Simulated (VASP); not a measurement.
# Hf (I4/mmm) in VASP: further runs

The runs below take Hf through single point, with PBE.

All numbers are computed with VASP 6.6.1; they aren't measurements. Logs are shortened: lines on timing, memory, paths and dates and some standing lists are left out, and cuts for length are marked.

## 1. The cell of the first run

Symmetry: I4/mmm, No. 139, tetragonal system. Conventional cell: a = 3.502 Å, b = 3.502 Å, c = 3.718 Å, α = 90.00°, β = 90.00°, γ = 90.00°. Within 4.1 Å of Hf (site symmetry 4/mmm) lie 14 Hf at 3.10 to 3.72 Å.

## 2. Single point, PBE (strain -0.030 along x and y, +0.030 along z)

Contents of INCAR:

```
SYSTEM = Hf
ALGO = Fast ; EDIFF = 1E-7
ENCUT = 520 ; GGA = PE
ISIF = 2 ; ISMEAR = 0
LASPH = .TRUE. ; LCHARG = .TRUE.
LELF = .TRUE. ; LREAL = .FALSE.
LVHAR = .TRUE. ; LWAVE = .FALSE.
NBANDS = 11 ; NELM = 60
PREC = Accurate ; SIGMA = 0.15
```

Contents of KPOINTS:

```
k-points
0
G
  18 18 18
  0 0 0
```

Contents of POSCAR:

```
Hf
1.0
   -1.7508500000      1.7508500000      1.8591500000
    1.7508500000     -1.7508500000      1.8591500000
    1.7508500000      1.7508500000     -1.8591500000
Hf
1
Direct
    0.0000000000      0.0000000000      0.0000000000
```

Potentials or basis: VASP PAW PBE potentials, release 64 (Hf_pv).

Run with:

```
$ cat potpaw_PBE.64/Hf_pv/POTCAR > POTCAR
$ mpirun -np 1 vasp_std > vasp.out
```

OUTCAR:

```text
SYSTEM = Hf
   EDIFF = 1E-7
   ENCUT = 520
   GGA = PE
   ISIF = 2
   ISMEAR = 0
   LASPH = .TRUE.
   LREAL = .FALSE.
   NELM = 60
   PREC = Accurate

 ion  position               nearest neighbor table
   1  0.000  0.000  0.000-

  LATTYP: Found a body centered tetragonal cell.
 ALAT       =     3.5017000000
 C/A-ratio  =     1.0618556701

  Lattice vectors:

 A1 = (  -1.7508500000,   1.7508500000,   1.8591500000)
 A2 = (   1.7508500000,  -1.7508500000,   1.8591500000)
 A3 = (   1.7508500000,   1.7508500000,  -1.8591500000)

Analysis of symmetry for initial positions (statically):
=====================================================================
 Subroutine PRICEL returns:
 Original cell was already a primitive cell.

 Routine SETGRP: Setting up the symmetry group for a
 body centered tetragonal supercell.

 Subroutine GETGRP returns: Found 16 space group operations
 (whereof 16 operations were pure point group operations)
 out of a pool of 16 trial point group operations.

The static configuration has the point symmetry D_4h.

Analysis of symmetry for dynamics (positions and initial velocities):
=====================================================================
 Subroutine PRICEL returns:
 Original cell was already a primitive cell.

 Routine SETGRP: Setting up the symmetry group for a
 body centered tetragonal supercell.

 Subroutine GETGRP returns: Found 16 space group operations
 (whereof 16 operations were pure point group operations)
 out of a pool of 16 trial point group operations.

The dynamic configuration has the point symmetry D_4h.

 Subroutine INISYM returns: Found 16 space group operations
 (whereof 16 operations are pure point group operations),
 and found     1 'primitive' translations

----------------------------------------------------------------------------------------

                                     Primitive cell

  volume of cell :      22.7967

  direct lattice vectors                    reciprocal lattice vectors
    -1.750850000  1.750850000  1.859150000     0.000000000  0.285575578  0.268940107
     1.750850000 -1.750850000  1.859150000     0.285575578  0.000000000  0.268940107
     1.750850000  1.750850000 -1.859150000     0.285575578  0.285575578  0.000000000

  length of vectors
     3.096351105  3.096351105  3.096351105     0.392278207  0.392278207  0.403864855

  position of ions in fractional coordinates (direct lattice)
     0.000000000  0.000000000  0.000000000

  ion indices of the primitive-cell ions
   primitive index   ion index
                 1           1

----------------------------------------------------------------------------------------

 KPOINTS: k-points

Automatic generation of k-mesh.
 Grid dimensions read from file:
 generate k-points for:   18   18   18

 Generating k-lattice:

  Cartesian coordinates                     Fractional coordinates (reciprocal lattice)
     0.000000000  0.015865310  0.014941117     0.055555556 -0.000000000  0.000000000
     0.015865310  0.000000000  0.014941117    -0.000000000  0.055555556  0.000000000
     0.015865310  0.015865310  0.000000000     0.000000000  0.000000000  0.055555556

  Length of vectors
     0.021793234  0.021793234  0.022436936

  Shift w.r.t. Gamma in fractional coordinates (k-lattice)
     0.000000000  0.000000000  0.000000000

 Subroutine IBZKPT returns following result:
 ===========================================

 Found    480 irreducible k-points:

 Following reciprocal coordinates:
            Coordinates               Weight
  0.000000  0.000000  0.000000      1.000000
  0.055556  0.000000 -0.000000      8.000000
  0.111111  0.000000 -0.000000      8.000000
  0.166667 -0.000000  0.000000      8.000000
  0.222222  0.000000 -0.000000      8.000000
  0.277778  0.000000  0.000000      8.000000
[... 16 lines left out ...]
 -0.277778  0.055556 -0.000000     16.000000
 -0.222222  0.055556 -0.000000     16.000000
 [... further k-points ...]
   k-points           NKPTS =    480   k-points in BZ     NKDIM =    480   number of bands    NBANDS=     11
   number of dos      NEDOS =    301   number of ions     NIONS =      1
   total plane-waves  NPLWV =  13824
   dimension x,y,z NGX =    24 NGY =   24 NGZ =   24
   dimension x,y,z NGXF=    48 NGYF=   48 NGZF=   48
   ions per type =               1
   NGX,Y,Z   is equivalent  to a cutoff of  12.89, 12.89, 12.89 a.u.
   NGXF,Y,Z  is equivalent  to a cutoff of  25.77, 25.77, 25.77 a.u.
 SYSTEM =  Hf
   PREC   = accura    normal or accurate (medium, high low for compatibility)
   ISTART =      0    job   : 0-new  1-cont  2-samecut
   ICHARG =      2    charge: 1-file 2-atom 10-const
   ISPIN  =      1    spin polarized calculation?
   LNONCOLLINEAR =      F non collinear calculations
   LSORBIT =      F    spin-orbit coupling
   LASPH  =      T    aspherical Exc in radial PAW
   ENCUT  =  520.0 eV  38.22 Ry    6.18 a.u.   5.76  5.76  5.76*2*pi/ulx,y,z
   NELM   =     60;   NELMIN=  2; NELMDL= -5     # of ELM steps
   EDIFF  = 0.1E-06   stopping-criterion for ELM
   LREAL  =      F    real-space projection
   EDIFFG = 0.1E-05   stopping-criterion for IOM
   NSW    =      0    number of steps for IOM
   IBRION =     -1    ionic relax: 0-MD 1-quasi-New 2-CG
   NFREE  =      0    steps in history (QN), initial steepest desc. (CG)
   ISIF   =      2    stress and relaxation
   ISYM   =      2    0-nonsym 1-usesym 2-fastsym
   POTIM  = 0.5000    time-step for ionic-motion
   TEBEG  =    0.0;   TEEND  =   0.0 temperature during run
   PSTRESS=    0.0 pullay stress
   NELECT =      10.0000    total number of electrons
   NUPDOWN=      -1.0000    fix difference up-down
   EMIN   =  10.00;   EMAX   =-10.00  energy-range for DOS
   EFERMI =   0.00;   METHOD = LEGACY
   ISMEAR =     0;   SIGMA  =   0.15  broadening in eV -4-tet -1-fermi 0-gaus
   EFERMI_NEDOS =   21; number of points for ismear=-14 and -15
   IALGO  =     68    algorithm
   IMIX   =      4    mixing-type and parameters
     AMIX     =   0.40;   BMIX     =  1.00
     AMIX_MAG =   1.60;   BMIX_MAG =  1.00
  volume/ion in A,a.u.               =      22.80       153.84
  Fermi-wavevector in a.u.,A,eV,Ry     =   1.243896  2.350623 21.051984  1.547277
  Thomas-Fermi vector in A             =   2.378187
   LORBIT       =      0    0 simple, 1 ext, 2 COOP (PROOUT), +10 PAW based schemes
   GGA     = PE    functional components
   LHFCALC =     F    Hartree Fock is set to
   AEXX    =    0.0000 exact exchange contribution
   IVDW    =     0    specifies the selected vdW correction
   LEPSILON=     F    determine dielectric tensor
   LRPA    =     F    only Hartree local field effects (RPA)
 non-spin polarized calculation
 RMM-DIIS sequential band-by-band and
 Gauss-broadening in eV      SIGMA  =   0.15
  energy-cutoff  :      520.00
  volume of cell :       22.80
 maximum number of plane-waves:       635
   NGX = 11   NGY = 11   NGZ = 11

 number of electron      10.0000000 magnetization

 Free energy of the ion-electron system (eV)
  ---------------------------------------------------
  ext. energy  EPLUGINS =         0.00000000
  ---------------------------------------------------
  free energy    TOTEN  =        -9.75640458 eV

  energy without entropy =       -9.73291198  energy(sigma->0) =       -9.74465828

 E-fermi :   4.4631     XC(G=0): -11.1987

 val. band max:        4.4620487023   @ k =   0.3333   0.3333   0.1111
 cond. band min:       4.4640954281   @ k =  -0.3889   0.1111   0.0556
 fundamental gap:      0.0020467259
 Fermi energy:         4.4631113868

 k-point     1 :       0.0000    0.0000    0.0000
  band No.  band energies     occupation
      1     -25.4627      2.00000
      2     -25.4617      2.00000
      3     -25.4617      2.00000
      4      -2.5262      2.00000
      5       5.7841      0.00000
      6       5.7841      0.00000
      7       6.4078      0.00000
      8       8.2285      0.00000
      9       9.0828      0.00000
     10      17.0716      0.00000
     11      17.9822      0.00000

 k-point     2 :       0.0556    0.0000   -0.0000
  band No.  band energies     occupation
      1     -25.4870      2.00000
      2     -25.4689      2.00000
      3     -25.4621      2.00000
      4      -2.4162      2.00000
      5       5.7600      0.00000
      6       5.7987      0.00000
      7       6.4254      0.00000
      8       8.1423      0.00000
      9       9.0337      0.00000
     10      17.2907      0.00000
     11      18.1790      0.00000

 k-point     3 :       0.1111    0.0000   -0.0000
  band No.  band energies     occupation
      1     -25.5579      2.00000
      2     -25.4897      2.00000
      3     -25.4619      2.00000
      4      -2.0950      2.00000
      5       5.6571      0.00000
      6       5.7271      0.00000
      7       6.6097      0.00000
      8       7.9514      0.00000
      9       8.9423      0.00000
     10      17.7540      0.00000
     11      18.7443      0.00000

 k-point     4 :       0.1667   -0.0000    0.0000
  band No.  band energies     occupation
      1     -25.6647      2.00000
      2     -25.5214      2.00000
      3     -25.4616      2.00000
      4      -1.5897      2.00000
      5       5.4224      0.00000
      6       5.4957      0.00000
      7       7.0703      0.00000
      8       7.8258      0.00000
      9       8.8787      0.00000
     10      18.0403      0.00000
     11      19.2598      0.00000
[... 239 lines left out ...]
 k-point    22 :      -0.3333    0.0556    0.0000
  band No.  band energies     occupation
      1     -25.9945      2.00000
      2     -25.6228      2.00000
      3     -25.4726      2.00000
      4       0.1737      2.00000
      5       4.6443      0.08757
      6       4.7202      0.01536
      7       7.9481      0.00000
      8       9.1071      0.00000
      9       9.2525      0.00000
     10      16.7945      0.00000
     11      17.1025      0.00000

 k-point    23 :      -0.2778    0.0556   -0.0000
  band No.  band energies     occupation
      1     -25.8695      2.00000
      2     -25.5808      2.00000
      3     -25.4730      2.00000
      4      -0.5061      2.00000
      5       4.8503      0.00026
      6       5.0180      0.00000
      7       7.8465      0.00000
      8       8.2200      0.00000
      9       9.0337      0.00000
     10      17.6675      0.00000
     11      18.4061      0.00000

 k-point    24 :      -0.2222    0.0556   -0.0000
  band No.  band energies     occupation
      1     -25.7412      2.00000
      2     -25.5386      2.00000
      3     -25.4731      2.00000
      4      -1.1857      2.00000
      5       5.1490      0.00000
      6       5.3597      0.00000
      7       7.4253      0.00000
      8       7.8321      0.00000
      9       8.9036      0.00000
     10      18.1929      0.00000
     11      19.3109      0.00000

 [... further k-points ...]
[... 5 lines left out ...]
  --------------------------------------------------------------------------------------
  -------------------------------------------------------------------------------------
  Total       -0.4457947     -0.4457947     -0.1035246      0.0000000     -0.0000000     -0.0000000
  in kB      -31.3309210    -31.3309210     -7.2758209      0.0000000     -0.0000000     -0.0000000
  external PRESSURE =     -23.3125543 kB  Pullay stress =       0.0000000 kB

 VOLUME and BASIS-vectors are now :
 -----------------------------------------------------------------------------
  energy-cutoff  :      520.00
  volume of cell :       22.80
      direct lattice vectors                 reciprocal lattice vectors
    -1.750850000  1.750850000  1.859150000     0.000000000  0.285575578  0.268940107
     1.750850000 -1.750850000  1.859150000     0.285575578  0.000000000  0.268940107
     1.750850000  1.750850000 -1.859150000     0.285575578  0.285575578  0.000000000

 POSITION                                       TOTAL-FORCE (eV/Angst)
 -----------------------------------------------------------------------------------
      0.00000      0.00000      0.00000        -0.000000      0.000000     -0.000000
 -----------------------------------------------------------------------------------
    total drift:                                0.000000      0.000000      0.000000

  FREE ENERGIE OF THE ION-ELECTRON SYSTEM (eV)
  ---------------------------------------------------
  free  energy   TOTEN  =        -9.7564045796 eV

  energy  without entropy=       -9.7329119833  energy(sigma->0) =       -9.74465828
```

Run time: 47 s. Hardware: 1 thread of Intel Xeon 6975P-C (Granite Rapids), shared host; peak memory 0.23 GiB.

What came out:

| Property | Result |
| --- | --- |
| Free energy | -9.7564 eV |
| Pressure | -2.3 GPa |
| Band gap on the k mesh | zero (bands 5 and 6 overlap by 2.10 eV) |

Levels at points of the mesh, in eV from the Fermi level:
| k point | band 2 | band 3 | band 4 | band 5 | band 6 | band 7 | band 8 | band 9 |
| --- | --- | --- | --- | --- | --- | --- | --- | --- |
| (0.00, 0.00, 0.00) | -29.92 | -29.92 | -6.99 | 1.32 | 1.32 | 1.94 | 3.77 | 4.62 |
| (0.50, 0.00, 0.00) | -30.16 | -29.92 | -3.36 | -0.23 | 0.88 | 3.61 | 5.06 | 7.34 |
| (0.50, 0.50, 0.00) | -30.20 | -29.96 | -3.27 | -0.89 | 1.23 | 4.61 | 5.32 | 7.51 |
| (0.50, 0.50, 0.50) | -30.43 | -30.43 | -2.59 | -2.42 | 6.17 | 6.50 | 6.70 | 6.70 |

Caveat: the cell differs from its parent crystal (strain -0.030 along x and y, +0.030 along z); spin-orbit coupling is left out, which moves the levels of the heavy elements.

## 3. Single point, PBE (strain +0.030 along x and y, -0.030 along z)

Contents of INCAR:

```
SYSTEM = Hf
PREC = Accurate ; ENCUT = 520
EDIFF = 1E-6 ; ISMEAR = 0
SIGMA = 0.15 ; LREAL = .FALSE.
LASPH = .TRUE. ; NELM = 100
ALGO = Fast ; ISIF = 2
LWAVE = .FALSE. ; LCHARG = .FALSE.
GGA = PE ; NBANDS = 11
```

Contents of KPOINTS:

```
regular mesh
0
G
  18 18 18
  0 0 0
```

Contents of POSCAR:

```
Hf
1.0
   -1.8591500000      1.8591500000      1.7508500000
    1.8591500000     -1.8591500000      1.7508500000
    1.8591500000      1.8591500000     -1.7508500000
Hf
1
Direct
    0.0000000000      0.0000000000      0.0000000000
```

Potentials or basis: VASP PAW PBE potentials, release 64 (Hf_pv).

Run with:

```
$ cat potpaw_PBE.64/Hf_pv/POTCAR > POTCAR
$ mpirun -np 1 vasp_std > vasp.out
```

It took 32 s on 1 thread of Intel Xeon 6975P-C (Granite Rapids), shared host; peak memory 0.23 GiB.

It converged, with:

```yaml
Free_energy: -9.7147 eV
Pressure: -7.4 GPa
Band_gap_on_the_k_mesh: zero (bands 5 and 6 overlap by 1.97 eV)
```

Stress tensor (GPa, compression positive):
```
-6.32  0.00  0.00
 0.00 -6.32  0.00
 0.00  0.00 -9.63
```

Levels at points of the mesh, in eV from the Fermi level:
```
           k point  band 1  band 2  band 3  band 4  band 5  band 6  band 7  band 8  band 9  band 10
(0.00, 0.00, 0.00)  -30.17  -30.17  -30.17   -6.80    1.05    1.68    1.68    3.54    4.39    12.61
(0.50, 0.00, 0.00)  -30.79  -30.38  -30.18   -3.12   -0.59    0.90    3.88    5.04    6.90     9.17
(0.50, 0.50, 0.00)  -30.80  -30.35  -30.15   -3.24    0.06    0.56    3.26    4.45    6.81     8.96
(0.50, 0.50, 0.50)  -30.63  -30.63  -30.56   -2.34   -2.21    6.12    6.12    6.16    6.16     6.30
```

Caveat: the cell differs from its parent crystal (strain +0.030 along x and y, -0.030 along z); the cell stands under tension; spin-orbit coupling is left out, which moves the levels of the heavy elements.
